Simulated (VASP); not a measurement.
# Be4ZnTe (F-43m) in VASP: further runs, part 2 of 2

VASP 6.6.1. The steps go on from the part before.

### Step 5. Single point, PBE

This run uses another cell than the first one, of 12.83 Å³/atom.

The input, INCAR:

```
SYSTEM = Be4ZnTe
PREC = Accurate ; ENCUT = 520
EDIFF = 1E-7 ; ISMEAR = 0
SIGMA = 0.1 ; LREAL = .False.
LASPH = .True. ; NELM = 80
ALGO = Normal ; ISIF = 2
LWAVE = .False. ; LCHARG = .False.
GGA = PE ; NBANDS = 22
```

The input, KPOINTS:

```
regular mesh
0
Gamma
  10 10 10
  0 0 0
```

The input, POSCAR:

```
Be4ZnTe
1.0
    0.0000000000      3.3767807380      3.3767807380
    3.3767807380      0.0000000000      3.3767807380
    3.3767807380      3.3767807380      0.0000000000
Be Zn Te
4 1 1
Direct
    0.6214122395      0.6214122395      0.6214122395
    0.6214122395      0.6214122395      0.1357632816
    0.6214122395      0.1357632816      0.6214122395
    0.1357632816      0.6214122395      0.6214122395
    0.2500000000      0.2500000000      0.2500000000
    0.0000000000      0.0000000000      0.0000000000
```

Run with:

```sh
> cat potpaw_PBE.64/Be/POTCAR potpaw_PBE.64/Zn/POTCAR potpaw_PBE.64/Te/POTCAR > POTCAR
> mpirun -np 1 vasp_std > vasp.out
```

It took 39 s on 1 thread of Intel Xeon 6975P-C (Granite Rapids), shared host; peak memory 0.25 GiB.

Results (log left out):

- Free energy: -16.1035 eV
- Pressure: 0.1 GPa
- Largest force: 0.005 eV/Å
- Band gap on the k mesh: zero (bands 13 and 14 overlap by 3.83 eV)

Forces in eV/Å, atoms in the order of the input:
```
Be   0.003  0.003  0.003
Be  -0.003 -0.003  0.003
Be  -0.003  0.003 -0.003
Be   0.003 -0.003 -0.003
Zn   0.000  0.000  0.000
Te   0.000  0.000  0.000
```

Levels at points of the mesh, in eV from the Fermi level:
```csv
k point,band 11,band 12,band 13,band 14,band 15,band 16
"(0.00, 0.00, 0.00)",-3.12,-1.78,-1.78,-1.78,0.21,0.21
"(0.50, 0.00, 0.00)",-3.52,-2.19,-2.19,0.94,2.17,2.17
"(0.50, 0.50, 0.00)",-4.68,1.20,2.05,2.46,2.46,2.51
```

Caveat: spin-orbit coupling is left out, which moves the levels of the heavy elements.

### Step 6. Relaxation of cell and atoms, PBE

This run uses another cell than the first one, of 12.84 Å³/atom.

The input, INCAR:

```
SYSTEM = Be4ZnTe
PREC     = Accurate       ! precision mode
ENCUT    = 600            ! plane-wave cutoff, eV
EDIFF    = 1E-6           ! SCF threshold, eV
ISMEAR   = 0              ! smearing method
SIGMA    = 0.1            ! smearing width, eV
LREAL    = .False.        ! projectors in reciprocal space
LASPH    = .True.         ! aspherical terms in the spheres
NELM     = 100            ! most SCF steps
ALGO     = Normal         ! electronic algorithm
ISIF     = 3              ! what is computed and relaxed
LWAVE    = .False.        ! write WAVECAR
LCHARG   = .False.        ! write CHGCAR
GGA      = PE             ! functional
IBRION   = 2              ! ionic algorithm
NSW      = 100            ! ionic steps
EDIFFG   = -0.01          ! ionic threshold
```

The input, KPOINTS:

```
Automatic mesh
0
Gamma
  10 10 10
  0 0 0
```

The input, POSCAR:

```
Be4ZnTe
1.0
    0.0000000000      3.3770227382      3.3770227382
    3.3770227382      0.0000000000      3.3770227382
    3.3770227382      3.3770227382      0.0000000000
Be Zn Te
4 1 1
Direct
    0.6219985597      0.6219985597      0.6219985597
    0.6219985597      0.6219985597      0.1340043210
    0.6219985597      0.1340043210      0.6219985597
    0.1340043210      0.6219985597      0.6219985597
    0.2500000000      0.2500000000      0.2500000000
    0.0000000000      0.0000000000      0.0000000000
```

Potentials or basis: VASP PAW PBE potentials, release 64 (Be, Zn, Te).

Run with:

```sh
> cat potpaw_PBE.64/Be/POTCAR potpaw_PBE.64/Zn/POTCAR potpaw_PBE.64/Te/POTCAR > POTCAR
> mpirun -np 1 vasp_std > vasp.out
```

OUTCAR:

```text
SYSTEM = Be4ZnTe
   PREC = Accurate
   ENCUT = 600
   EDIFF = 1E-6
   ISMEAR = 0
   LREAL = .False.
   LASPH = .True.
   NELM = 100
   ISIF = 3
   GGA = PE
   IBRION = 2
   NSW = 100
   EDIFFG = -0.01

 ion  position               nearest neighbor table
   1  0.622  0.622  0.622-   2 2.33   3 2.33   4 2.33   6 2.81   6 2.81   6 2.81
   2  0.622  0.622  0.134-   1 2.33   3 2.33   4 2.33   6 2.81   6 2.81   6 2.81
   3  0.622  0.134  0.622-   1 2.33   2 2.33   4 2.33   6 2.81   6 2.81   6 2.81
   4  0.134  0.622  0.622-   1 2.33   2 2.33   3 2.33   6 2.81   6 2.81   6 2.81
   5  0.250  0.250  0.250-   6 2.92   6 2.92   6 2.92   6 2.92
   6  0.000  0.000  0.000-   2 2.81   3 2.81   4 2.81   1 2.81   1 2.81   1 2.81   3 2.81   3 2.81
                             4 2.81   2 2.81   2 2.81   4 2.81   5 2.92   5 2.92   5 2.92   5 2.92

  LATTYP: Found a face centered cubic cell.
 ALAT       =     6.7540454764

  Lattice vectors:

 A1 = (   0.0000000000,   3.3770227382,   3.3770227382)
 A2 = (   3.3770227382,   0.0000000000,   3.3770227382)
 A3 = (   3.3770227382,   3.3770227382,   0.0000000000)

Analysis of symmetry for initial positions (statically):
=====================================================================
 Subroutine PRICEL returns:
 Original cell was already a primitive cell.

 Routine SETGRP: Setting up the symmetry group for a
 face centered cubic supercell.

 Subroutine GETGRP returns: Found 24 space group operations
 (whereof 24 operations were pure point group operations)
 out of a pool of 48 trial point group operations.

The static configuration has the point symmetry T_d .

Analysis of symmetry for dynamics (positions and initial velocities):
=====================================================================
 Subroutine PRICEL returns:
 Original cell was already a primitive cell.

 Routine SETGRP: Setting up the symmetry group for a
 face centered cubic supercell.

 Subroutine GETGRP returns: Found 24 space group operations
 (whereof 24 operations were pure point group operations)
 out of a pool of 48 trial point group operations.

The dynamic configuration has the point symmetry T_d .

 Subroutine INISYM returns: Found 24 space group operations
 (whereof 24 operations are pure point group operations),
 and found     1 'primitive' translations

----------------------------------------------------------------------------------------

                                     Primitive cell

  volume of cell :      77.0250

  direct lattice vectors                    reciprocal lattice vectors
     0.000000000  3.377022738  3.377022738    -0.148059412  0.148059412  0.148059412
     3.377022738  0.000000000  3.377022738     0.148059412 -0.148059412  0.148059412
     3.377022738  3.377022738  0.000000000     0.148059412  0.148059412 -0.148059412

  length of vectors
     4.775831357  4.775831357  4.775831357     0.256446424  0.256446424  0.256446424

  position of ions in fractional coordinates (direct lattice)
     0.621998560  0.621998560  0.621998560
     0.621998560  0.621998560  0.134004321
     0.621998560  0.134004321  0.621998560
     0.134004321  0.621998560  0.621998560
     0.250000000  0.250000000  0.250000000
     0.000000000  0.000000000  0.000000000

  ion indices of the primitive-cell ions
   primitive index   ion index
                 1           1
                 2           2
[... 60 lines left out ...]
   total plane-waves  NPLWV =  64000
   dimension x,y,z NGX =    40 NGY =   40 NGZ =   40
   dimension x,y,z NGXF=    80 NGYF=   80 NGZF=   80
   ions per type =               4   1   1
   NGX,Y,Z   is equivalent  to a cutoff of  13.92, 13.92, 13.92 a.u.
   NGXF,Y,Z  is equivalent  to a cutoff of  27.85, 27.85, 27.85 a.u.
 SYSTEM =  Be4ZnTe
   PREC   = accura    normal or accurate (medium, high low for compatibility)
   ISTART =      0    job   : 0-new  1-cont  2-samecut
   ICHARG =      2    charge: 1-file 2-atom 10-const
   ISPIN  =      1    spin polarized calculation?
   LNONCOLLINEAR =      F non collinear calculations
   LSORBIT =      F    spin-orbit coupling
   LASPH  =      T    aspherical Exc in radial PAW
   ENCUT  =  600.0 eV  44.10 Ry    6.64 a.u.   9.54  9.54  9.54*2*pi/ulx,y,z
   NELM   =    100;   NELMIN=  2; NELMDL= -5     # of ELM steps
   EDIFF  = 0.1E-05   stopping-criterion for ELM
   LREAL  =      F    real-space projection
   EDIFFG = -.1E-01   stopping-criterion for IOM
   NSW    =    100    number of steps for IOM
   IBRION =      2    ionic relax: 0-MD 1-quasi-New 2-CG
   NFREE  =      1    steps in history (QN), initial steepest desc. (CG)
   ISIF   =      3    stress and relaxation
   ISYM   =      2    0-nonsym 1-usesym 2-fastsym
   POTIM  = 0.5000    time-step for ionic-motion
   TEBEG  =    0.0;   TEEND  =   0.0 temperature during run
   PSTRESS=    0.0 pullay stress
   NELECT =      26.0000    total number of electrons
   NUPDOWN=      -1.0000    fix difference up-down
   EMIN   =  10.00;   EMAX   =-10.00  energy-range for DOS
   EFERMI =   0.00;   METHOD = LEGACY
   ISMEAR =     0;   SIGMA  =   0.10  broadening in eV -4-tet -1-fermi 0-gaus
   EFERMI_NEDOS =   21; number of points for ismear=-14 and -15
   IALGO  =     38    algorithm
   IMIX   =      4    mixing-type and parameters
     AMIX     =   0.40;   BMIX     =  1.00
     AMIX_MAG =   1.60;   BMIX_MAG =  1.00
  volume/ion in A,a.u.               =      12.84        86.63
  Fermi-wavevector in a.u.,A,eV,Ry     =   1.139870  2.154042 17.678097  1.299303
  Thomas-Fermi vector in A             =   2.276573
   LORBIT       =      0    0 simple, 1 ext, 2 COOP (PROOUT), +10 PAW based schemes
   GGA     = PE    functional components
   LHFCALC =     F    Hartree Fock is set to
   AEXX    =    0.0000 exact exchange contribution
   IVDW    =     0    specifies the selected vdW correction
   LEPSILON=     F    determine dielectric tensor
   LRPA    =     F    only Hartree local field effects (RPA)
 conjugate gradient relaxation of ions
 non-spin polarized calculation
 Gauss-broadening in eV      SIGMA  =   0.10
  energy-cutoff  :      600.00
  volume of cell :       77.03
 maximum number of plane-waves:      2637
 NGX is ok and might be reduce to    40
   NGX = 19   NGY = 19   NGZ = 19

--------------------------------------- Ionic step        1  -------------------------------------------

 number of electron      25.9999997 magnetization

 Free energy of the ion-electron system (eV)
  ---------------------------------------------------
  ext. energy  EPLUGINS =         0.00000000
  ---------------------------------------------------
  free energy    TOTEN  =       -16.10282714 eV

  energy without entropy =      -16.09307727  energy(sigma->0) =      -16.09795220

------------------------ aborting loop because EDIFF is reached ----------------------------------------

  FORCE on cell =-STRESS in cart. coord.  units (eV):
  Direction    XX          YY          ZZ          XY          YZ          ZX
  --------------------------------------------------------------------------------------
  -------------------------------------------------------------------------------------
  Total        0.0141050      0.0141050      0.0141050      0.0000000      0.0000000      0.0000000
  in kB        0.2933946      0.2933946      0.2933946      0.0000000      0.0000000      0.0000000
  external PRESSURE =       0.2933946 kB  Pullay stress =       0.0000000 kB
[... 67 lines left out ...]
--------------------------------------- Ionic step        3  -------------------------------------------

 number of electron      25.9999998 magnetization

 Free energy of the ion-electron system (eV)
  ---------------------------------------------------
  ext. energy  EPLUGINS =         0.00000000
  ---------------------------------------------------
  free energy    TOTEN  =       -16.10339551 eV

  energy without entropy =      -16.09354827  energy(sigma->0) =      -16.09847189

 E-fermi :   7.2133     XC(G=0): -10.6182

 val. band max:        7.2081660303   @ k =   0.1000   0.1000   0.0000
 cond. band min:       7.2185720746   @ k =  -0.2000   0.1000   0.0000
 fundamental gap:      0.0104060443
 Fermi energy:         7.2133364950

 k-point     1 :       0.0000    0.0000    0.0000
  band No.  band energies     occupation
      1      -6.8811      2.00000
      2      -0.6846      2.00000
      3      -0.6846      2.00000
      4      -0.6846      2.00000
      5      -0.4861      2.00000
      6      -0.4861      2.00000
[... 457 lines left out ...]
      4      -0.5482      2.00000
      5      -0.5113      2.00000
      6      -0.4488      2.00000
[... 9 lines left out ...]
     16       9.7517      0.00000
     17      10.2955      0.00000

 [... further k-points ...]

------------------------ aborting loop because EDIFF is reached ----------------------------------------

  FORCE on cell =-STRESS in cart. coord.  units (eV):
  Direction    XX          YY          ZZ          XY          YZ          ZX
  --------------------------------------------------------------------------------------
  -------------------------------------------------------------------------------------
  Total       -0.0204617     -0.0204617     -0.0204617      0.0000000     -0.0000000      0.0000000
  in kB       -0.4252205     -0.4252205     -0.4252205      0.0000000     -0.0000000      0.0000000
  external PRESSURE =      -0.4252205 kB  Pullay stress =       0.0000000 kB
[... 21 lines left out ...]
  FREE ENERGIE OF THE ION-ELECTRON SYSTEM (eV)
  ---------------------------------------------------
  free  energy   TOTEN  =       -16.1033955083 eV

  energy  without entropy=      -16.0935482747  energy(sigma->0) =      -16.09847189

 reached required accuracy - stopping structural energy minimisation
```

It took 91 s on 1 thread of Intel Xeon 6975P-C (Granite Rapids), shared host; peak memory 0.29 GiB.

What came out:

| Property | Result |
| --- | --- |
| Free energy | -16.1034 eV |
| Relaxed volume | 12.85 Å³/atom |
| Relaxed cell | a = 4.777 Å, b = 4.777 Å, c = 4.777 Å, α = 60.00°, β = 60.00°, γ = 60.00° |
| Space group after relaxing (to 0.1 Å) | F-43m (No. 216) |
| Energy gained by relaxing | 0.1 meV/atom |
| Ionic steps | 3 |
| Pressure after relaxing | 0.0 GPa |
| Band gap on the k mesh | zero (bands 13 and 14 overlap by 3.82 eV) |

The path:
| step | energy change (eV) | largest force (eV/Å) | pressure (GPa) | volume (Å³) |
| --- | --- | --- | --- | --- |
| 1 | 0.0000 | 0.0456 | 0.03 | 77.03 |
| 2 | -0.0003 | 0.0296 | -0.01 | 77.05 |
| 3 | -0.0006 | 0.0014 | -0.04 | 77.10 |

Final structure:
```
Be Zn Te
1.0
     0.00000    3.37808    3.37808
     3.37808    0.00000    3.37808
     3.37808    3.37808    0.00000
Be Zn Te
4 1 1
Direct
  0.62148 0.62148 0.62148
  0.62148 0.62148 0.13556
  0.62148 0.13556 0.62148
  0.13556 0.62148 0.62148
  0.25000 0.25000 0.25000
  0.00000 0.00000 0.00000
```

Caveat: spin-orbit coupling is left out, which moves the levels of the heavy elements.

### Step 7. Summary

| task | cell | k mesh | cutoff (eV) | gap on the mesh (eV) | pressure (GPa) | relaxed volume (Å³/atom) | largest force (eV/Å) |
| --- | --- | --- | --- | --- | --- | --- | --- |
| single point | a = 4.632 Å, angles 60.0°, 6 atoms, atomic positions A | 4 × 4 × 4 | 520 | none | 9.8 | - | 0.29 |
| single point | a = 4.776 Å, angles 60.0°, 6 atoms, atomic positions B | 4 × 4 × 4 | 520 | none | 0.1 | - | 0.01 |
| relaxation of cell and atoms | relaxed from a = 4.632 Å, angles 60.0°, 6 atoms, atomic positions A | 4 × 4 × 4 | 600 | none | 0.1 | 12.83 | - |
| single point | a = 4.775 Å, angles 60.0°, 6 atoms, atomic positions C | 10 × 10 × 10 | 520 | none | 0.1 | - | 0.01 |
| relaxation of cell and atoms | relaxed from a = 4.776 Å, angles 60.0°, 6 atoms, atomic positions B | 10 × 10 × 10 | 600 | none | 0.0 | 12.85 | - |

Alike in all rows: level PBE; potentials or basis VASP PAW PBE potentials, release 64 (Be, Zn, Te); no spin polarisation; smearing gaussian 0.1 eV.

Caveats: some runs use coarse meshes; spin-orbit coupling is left out, which moves the levels of the heavy elements.

Total energies depend on the potentials used, so only differences within one code and one set of settings carry meaning.

The gap in the log of VASP goes by the Fermi energy; the results here count the filled bands.